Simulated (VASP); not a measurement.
# Ge7H2 in VASP: a series of runs

Ge7H2 is run at these levels: PBE; tasks: single point.

Program: VASP 6.6.1. These are calculated values, not measurements. Logs are shortened: lines on timing, memory, paths and dates and some standing lists are left out, and cuts for length are marked.

### Step 1. The cell of the first run

The cell holds a wire or tube with vacuum around it, 18 atoms: a = 23.700 Å, b = 10.000 Å, c = 7.004 Å, α = 90.00°, β = 90.00°, γ = 90.00°.

### Step 2. Single point, PBE

Input file INCAR:

```
SYSTEM = Ge7H2
  PREC = Accurate
  ENCUT = 410
  EDIFF = 1E-6
  ISMEAR = 0
  SIGMA = 0.05
  LREAL = .False.
  LASPH = .True.
  NELM = 120
  ALGO = Normal
  ISIF = 2
  LWAVE = .False.
  LCHARG = .False.
  GGA = PE
  NBANDS = 115
  GGA_COMPAT = .False.
```

Input file KPOINTS:

```
Automatic mesh
0
Gamma
  1 1 8
  0 0 0
```

Input file POSCAR:

```
Ge7H2
1.0
   23.7000000000      0.0000000000      0.0000000000
    0.0000000000     10.0000000000      0.0000000000
    0.0000000000      0.0000000000      7.0041111412
Ge H
14 4
Direct
    0.7559383198      0.4661011537      0.3333333333
    0.5853127733      0.4661011537      0.3333333333
    0.6706255465      0.4661011537      0.8333333333
    0.4146872267      0.4661011537      0.3333333333
    0.5000000000      0.4661011537      0.8333333333
    0.2440616802      0.4661011537      0.3333333333
    0.3293744535      0.4661011537      0.8333333333
    0.6706255465      0.5338988463      0.1666666667
    0.7559383198      0.5338988463      0.6666666667
    0.5000000000      0.5338988463      0.1666666667
    0.5853127733      0.5338988463      0.6666666667
    0.3293744535      0.5338988463      0.1666666667
    0.4146872267      0.5338988463      0.6666666667
    0.2440616802      0.5338988463      0.6666666667
    0.8099792586      0.5090472545      0.2277591879
    0.1900207414      0.5090472545      0.2277591879
    0.8099792586      0.4909527455      0.7722408121
    0.1900207414      0.4909527455      0.7722408121
```

Potentials or basis: VASP PAW PBE potentials, release 64 (Ge_d, H).

Command:

```sh
$ cat potpaw_PBE.64/Ge_d/POTCAR potpaw_PBE.64/H/POTCAR > POTCAR
$ mpirun -np 1 vasp_std > vasp.out
```

OUTCAR:

```text
SYSTEM = Ge7H2
   PREC = Accurate
   ENCUT = 410
   EDIFF = 1E-6
   ISMEAR = 0
   LREAL = .False.
   LASPH = .True.
   NELM = 120
   ISIF = 2
   GGA = PE

 ion  position               nearest neighbor table
   1  0.756  0.466  0.333-  15 1.54   8 2.43   9 2.43
   2  0.585  0.466  0.333-   8 2.43  10 2.43  11 2.43
   3  0.671  0.466  0.833-  11 2.43   9 2.43   8 2.43
   4  0.415  0.466  0.333-  12 2.43  10 2.43  13 2.43
   5  0.500  0.466  0.833-  11 2.43  13 2.43  10 2.43
   6  0.244  0.466  0.333-  16 1.54  12 2.43  14 2.43
   7  0.329  0.466  0.833-  13 2.43  14 2.43  12 2.43
   8  0.671  0.534  0.167-   2 2.43   1 2.43   3 2.43
   9  0.756  0.534  0.667-  17 1.54   3 2.43   1 2.43
  10  0.500  0.534  0.167-   2 2.43   4 2.43   5 2.43
  11  0.585  0.534  0.667-   3 2.43   5 2.43   2 2.43
  12  0.329  0.534  0.167-   4 2.43   6 2.43   7 2.43
  13  0.415  0.534  0.667-   7 2.43   5 2.43   4 2.43
  14  0.244  0.534  0.667-  18 1.54   7 2.43   6 2.43
  15  0.810  0.509  0.228-   1 1.54
  16  0.190  0.509  0.228-   6 1.54
  17  0.810  0.491  0.772-   9 1.54
  18  0.190  0.491  0.772-  14 1.54

  LATTYP: Found a simple orthorhombic cell.
 ALAT       =     7.0041111412
 B/A-ratio  =     1.4277329126
 C/A-ratio  =     3.3837270029

  Lattice vectors:

 A1 = (   0.0000000000,   0.0000000000,  -7.0041111412)
 A2 = (   0.0000000000,  10.0000000000,   0.0000000000)
 A3 = (  23.7000000000,   0.0000000000,   0.0000000000)

Analysis of symmetry for initial positions (statically):
=====================================================================
 Subroutine PRICEL returns:
 Original cell was already a primitive cell.

 Routine SETGRP: Setting up the symmetry group for a
 simple orthorhombic supercell.

 Subroutine GETGRP returns: Found  4 space group operations
 (whereof  4 operations were pure point group operations)
 out of a pool of  8 trial point group operations.

The static configuration has the point symmetry C_2h.

Analysis of symmetry for dynamics (positions and initial velocities):
=====================================================================
 Subroutine PRICEL returns:
 Original cell was already a primitive cell.

 Routine SETGRP: Setting up the symmetry group for a
 simple orthorhombic supercell.

 Subroutine GETGRP returns: Found  4 space group operations
 (whereof  4 operations were pure point group operations)
 out of a pool of  8 trial point group operations.

The dynamic configuration has the point symmetry C_2h.

 Subroutine INISYM returns: Found  4 space group operations
 (whereof  4 operations are pure point group operations),
 and found     1 'primitive' translations

----------------------------------------------------------------------------------------

                                     Primitive cell

  volume of cell :    1659.9743

  direct lattice vectors                    reciprocal lattice vectors
    23.700000000  0.000000000  0.000000000     0.042194093  0.000000000  0.000000000
     0.000000000 10.000000000  0.000000000     0.000000000  0.100000000  0.000000000
     0.000000000  0.000000000  7.004111141     0.000000000  0.000000000  0.142773291

  length of vectors
    23.700000000 10.000000000  7.004111141     0.042194093  0.100000000  0.142773291

  position of ions in fractional coordinates (direct lattice)
     0.755938320  0.466101154  0.333333333
     0.585312773  0.466101154  0.333333333
     0.670625546  0.466101154  0.833333333
     0.414687227  0.466101154  0.333333333
     0.500000000  0.466101154  0.833333333
     0.244061680  0.466101154  0.333333333
[... 10 lines left out ...]
     0.809979259  0.490952746  0.772240812
     0.190020741  0.490952746  0.772240812

  ion indices of the primitive-cell ions
   primitive index   ion index
                 1           1
                 2           2
                 3           3
                 4           4
                 5           5
                 6           6
[... 10 lines left out ...]
                17          17
                18          18

----------------------------------------------------------------------------------------

 KPOINTS: Automatic mesh

Automatic generation of k-mesh.
 Grid dimensions read from file:
 generate k-points for:    1    1    8

 Generating k-lattice:

  Cartesian coordinates                     Fractional coordinates (reciprocal lattice)
     0.042194093  0.000000000  0.000000000     1.000000000  0.000000000  0.000000000
     0.000000000  0.100000000  0.000000000     0.000000000  1.000000000  0.000000000
     0.000000000  0.000000000  0.017846661     0.000000000  0.000000000  0.125000000

  Length of vectors
     0.042194093  0.100000000  0.017846661

  Shift w.r.t. Gamma in fractional coordinates (k-lattice)
     0.000000000  0.000000000  0.000000000

 Subroutine IBZKPT returns following result:
 ===========================================

 Found      5 irreducible k-points:

 Following reciprocal coordinates:
            Coordinates               Weight
  0.000000  0.000000  0.000000      1.000000
  0.000000  0.000000  0.125000      2.000000
  0.000000  0.000000  0.250000      2.000000
  0.000000  0.000000  0.375000      2.000000
  0.000000  0.000000  0.500000      1.000000
   k-points           NKPTS =      5   k-points in BZ     NKDIM =      5   number of bands    NBANDS=    115
   number of dos      NEDOS =    301   number of ions     NIONS =     18
   total plane-waves  NPLWV = 537600
   dimension x,y,z NGX =   160 NGY =   70 NGZ =   48
   dimension x,y,z NGXF=   320 NGYF=  140 NGZF=   96
   ions per type =              14   4
   NGX,Y,Z   is equivalent  to a cutoff of  11.22, 11.64, 11.39 a.u.
   NGXF,Y,Z  is equivalent  to a cutoff of  22.45, 23.27, 22.79 a.u.
 SYSTEM =  Ge7H2
   PREC   = accura    normal or accurate (medium, high low for compatibility)
   ISTART =      0    job   : 0-new  1-cont  2-samecut
   ICHARG =      2    charge: 1-file 2-atom 10-const
   ISPIN  =      1    spin polarized calculation?
   LNONCOLLINEAR =      F non collinear calculations
   LSORBIT =      F    spin-orbit coupling
   LASPH  =      T    aspherical Exc in radial PAW
   ENCUT  =  410.0 eV  30.13 Ry    5.49 a.u.  39.13 16.51 11.56*2*pi/ulx,y,z
   NELM   =    120;   NELMIN=  2; NELMDL= -5     # of ELM steps
   EDIFF  = 0.1E-05   stopping-criterion for ELM
   LREAL  =      F    real-space projection
   EDIFFG = 0.1E-04   stopping-criterion for IOM
   NSW    =      0    number of steps for IOM
   IBRION =     -1    ionic relax: 0-MD 1-quasi-New 2-CG
   NFREE  =      0    steps in history (QN), initial steepest desc. (CG)
   ISIF   =      2    stress and relaxation
   ISYM   =      2    0-nonsym 1-usesym 2-fastsym
   POTIM  = 0.5000    time-step for ionic-motion
   TEBEG  =    0.0;   TEEND  =   0.0 temperature during run
   PSTRESS=    0.0 pullay stress
   NELECT =     200.0000    total number of electrons
   NUPDOWN=      -1.0000    fix difference up-down
   EMIN   =  10.00;   EMAX   =-10.00  energy-range for DOS
   EFERMI =   0.00;   METHOD = LEGACY
   ISMEAR =     0;   SIGMA  =   0.05  broadening in eV -4-tet -1-fermi 0-gaus
   EFERMI_NEDOS =   21; number of points for ismear=-14 and -15
   IALGO  =     38    algorithm
   IMIX   =      4    mixing-type and parameters
     AMIX     =   0.40;   BMIX     =  1.00
     AMIX_MAG =   1.60;   BMIX_MAG =  1.00
  volume/ion in A,a.u.               =      92.22       622.34
  Fermi-wavevector in a.u.,A,eV,Ry     =   0.808570  1.527976  8.895294  0.653786
  Thomas-Fermi vector in A             =   1.917400
   LORBIT       =      0    0 simple, 1 ext, 2 COOP (PROOUT), +10 PAW based schemes
   GGA     = PE    functional components
   LHFCALC =     F    Hartree Fock is set to
   AEXX    =    0.0000 exact exchange contribution
   IVDW    =     0    specifies the selected vdW correction
   LEPSILON=     F    determine dielectric tensor
   LRPA    =     F    only Hartree local field effects (RPA)
 non-spin polarized calculation
 Gauss-broadening in eV      SIGMA  =   0.05
  energy-cutoff  :      410.00
  volume of cell :     1659.97
 maximum number of plane-waves:     31332
 NGX is ok and might be reduce to   160
   NGX = 79   NGY = 33   NGZ = 23

 number of electron     199.9999936 magnetization

 Free energy of the ion-electron system (eV)
  ---------------------------------------------------
  ext. energy  EPLUGINS =         0.00000000
  ---------------------------------------------------
  free energy    TOTEN  =       -68.31637742 eV

  energy without entropy =      -68.31637742  energy(sigma->0) =      -68.31637742

 E-fermi :  -2.6435     XC(G=0):  -3.0867

 val. band max:       -2.9059013282   @ k =   0.0000   0.0000   0.0000
 cond. band min:      -2.4116754541   @ k =   0.0000   0.0000   0.0000
 fundamental gap:      0.4942258741
 Fermi energy:        -2.6434547938

 k-point     1 :       0.0000    0.0000    0.0000
  band No.  band energies     occupation
      1     -27.2256      2.00000
      2     -27.2251      2.00000
      3     -27.2112      2.00000
      4     -27.2086      2.00000
      5     -27.2010      2.00000
      6     -27.2008      2.00000
[... 104 lines left out ...]
    111       0.8298      0.00000
    112       0.8333      0.00000

 k-point     2 :       0.0000    0.0000    0.1250
  band No.  band energies     occupation
      1     -27.2242      2.00000
      2     -27.2236      2.00000
      3     -27.2104      2.00000
      4     -27.2082      2.00000
      5     -27.2020      2.00000
      6     -27.2016      2.00000
[... 104 lines left out ...]
    111       0.1782      0.00000
    112       0.8546      0.00000

 k-point     3 :       0.0000    0.0000    0.2500
  band No.  band energies     occupation
      1     -27.2205      2.00000
      2     -27.2198      2.00000
      3     -27.2081      2.00000
      4     -27.2073      2.00000
      5     -27.2031      2.00000
      6     -27.2029      2.00000
[... 104 lines left out ...]
    111      -0.3039      0.00000
    112       0.1858      0.00000

 k-point     4 :       0.0000    0.0000    0.3750
  band No.  band energies     occupation
      1     -27.2155      2.00000
      2     -27.2147      2.00000
      3     -27.2067      2.00000
      4     -27.2056      2.00000
      5     -27.2055      2.00000
      6     -27.2039      2.00000
[... 104 lines left out ...]
    111      -0.2027      0.00000
    112      -0.1622      0.00000

 k-point     5 :       0.0000    0.0000    0.5000
  band No.  band energies     occupation
      1     -27.2119      2.00000
      2     -27.2105      2.00000
      3     -27.2085      2.00000
      4     -27.2080      2.00000
      5     -27.2049      2.00000
      6     -27.2045      2.00000
[... 104 lines left out ...]
    111      -0.1420      0.00000
    112      -0.1203      0.00000
 [bands above 112 left out]

------------------------ aborting loop because EDIFF is reached ----------------------------------------

  FORCE on cell =-STRESS in cart. coord.  units (eV):
  Direction    XX          YY          ZZ          XY          YZ          ZX
  --------------------------------------------------------------------------------------
  -------------------------------------------------------------------------------------
  Total       -2.1087126     -0.8419914     -3.2097916      0.0000000     -0.8548138      0.0000000
  in kB       -2.0352915     -0.8126749     -3.0980330      0.0000000     -0.8250509      0.0000000
  external PRESSURE =      -1.9819998 kB  Pullay stress =       0.0000000 kB

 VOLUME and BASIS-vectors are now :
 -----------------------------------------------------------------------------
  energy-cutoff  :      410.00
  volume of cell :     1659.97
      direct lattice vectors                 reciprocal lattice vectors
    23.700000000  0.000000000  0.000000000     0.042194093  0.000000000  0.000000000
     0.000000000 10.000000000  0.000000000     0.000000000  0.100000000  0.000000000
     0.000000000  0.000000000  7.004111141     0.000000000  0.000000000  0.142773291

 POSITION                                       TOTAL-FORCE (eV/Angst)
 -----------------------------------------------------------------------------------
     17.91574      4.66101      2.33470        -0.465742      0.040403      0.670024
     13.87191      4.66101      2.33470         0.092325     -0.015297     -0.026562
     15.89383      4.66101      5.83676         0.109617     -0.000538     -0.112106
      9.82809      4.66101      2.33470        -0.092325     -0.015297     -0.026562
     11.85000      4.66101      5.83676         0.000000     -0.039896      0.096999
      5.78426      4.66101      2.33470         0.465742      0.040403      0.670024
[... 10 lines left out ...]
     19.19651      4.90953      5.40886         0.262705     -0.107388      0.177469
      4.50349      4.90953      5.40886        -0.262705     -0.107388      0.177469
 -----------------------------------------------------------------------------------
    total drift:                               -0.000000     -0.000000     -0.000000

  FREE ENERGIE OF THE ION-ELECTRON SYSTEM (eV)
  ---------------------------------------------------
  free  energy   TOTEN  =       -68.3163774222 eV

  energy  without entropy=      -68.3163774222  energy(sigma->0) =      -68.31637742
```

It took 23 min on 1 thread of Intel Xeon 6975P-C (Granite Rapids), shared host; peak memory 1.2 GiB.

Results:

```yaml
Free_energy: -68.3164 eV
Largest_force: 0.817 eV/Å
Band_gap_on_the_k_mesh: 0.49 eV
```

Forces on the atoms (eV/Å):
```
Ge  -0.466  0.040  0.670
Ge   0.092 -0.015 -0.027
Ge   0.110 -0.001 -0.112
Ge  -0.092 -0.015 -0.027
Ge   0.000 -0.040  0.097
Ge   0.466  0.040  0.670
Ge  -0.110 -0.001 -0.112
Ge   0.110  0.001  0.112
Ge  -0.466 -0.040 -0.670
Ge   0.000  0.040 -0.097
Ge   0.092  0.015  0.027
Ge  -0.110  0.001  0.112
Ge  -0.092  0.015  0.027
Ge   0.466 -0.040 -0.670
H    0.263  0.107 -0.177
H   -0.263  0.107 -0.177
H    0.263 -0.107  0.177
H   -0.263 -0.107  0.177
```

(Continued in part 2 of 2.)
